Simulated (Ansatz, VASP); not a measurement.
## Hf in VASP and in Ansatz

Contents of INCAR:

```
SYSTEM = Hf
  PREC = Accurate
  ENCUT = 520
  EDIFF = 1E-6
  ISMEAR = 0
  SIGMA = 0.15
  LREAL = .FALSE.
  LASPH = .TRUE.
  NELM = 60
  ALGO = Fast
  ISIF = 2
  LWAVE = .FALSE.
  LCHARG = .TRUE.
  GGA = CA
  LELF = .TRUE.
  LVHAR = .TRUE.
  NBANDS = 17
```

File KPOINTS:

```
regular mesh
0
G
  20 20 11
  0 0 0
```

Contents of POSCAR:

```
Hf
1.0
    3.1923846315      0.0000000000      0.0000000000
   -1.5961923157      2.7646861895      0.0000000000
    0.0000000000      0.0000000000      5.0450416400
Hf
2
Direct
    0.3333333300      0.6666666700      0.2519821442
    0.6666666700      0.3333333300      0.7500000000
```

Input for Ansatz:

```yaml
crystal:
  lattice:
    - [3.1923846315, 0.0, 0.0]
    - [-1.5961923157, 2.7646861895, 0.0]
    - [0.0, 0.0, 5.04504164]
  atoms:
    - { symbol: Hf, position: [0.33333333, 0.66666667, 0.2519821442] }
    - { symbol: Hf, position: [0.66666667, 0.33333333, 0.75] }
hamiltonian:
  xc: lda
  pseudopotentials: { kind: all_electron, lapw: { muffin_tin_radii: { Hf: 1.386 } } }
kpoints:
  mp_grid: { grid: [20, 20, 11] }
scf:
  occupations: { method: gaussian, width: 0.15 }
  convergence: { dr2_threshold: 1.0e-09 }
output:
  eigenvalues: true
  forces: true
basis:
  ecutwfc: 270
```

Alike in both runs: task single point; functional LDA; k mesh 20 × 20 × 11; occupations gaussian, width 0.15 eV; no spin polarisation.

|  | VASP | Ansatz |
| --- | --- | --- |
| version | VASP 6.6.1 | Ansatz 0.2.0 |
| potentials or method | VASP PAW LDA potentials, release 64 (Hf_pv), cutoff 520 eV | all-electron LAPW, scalar-relativistic |

|  | VASP | Ansatz | Ansatz less VASP |
| --- | --- | --- | --- |
| gap on the k mesh at the Fermi level (eV) | none | none | - |
| rms of the force components (eV/Å) | 0.014 | 0.014 | +0.0002 |

LDA's correlation is that of Perdew and Zunger in VASP and of Perdew and Wang (1992) in Ansatz. Atom by atom the forces differ by 0.000 eV/Å (rms over components). A gap of «none» marks a metal or a gap that the smearing closes. Ansatz ran all-electron here, and VASP with PAW potentials.

Spin-orbit coupling is off throughout.
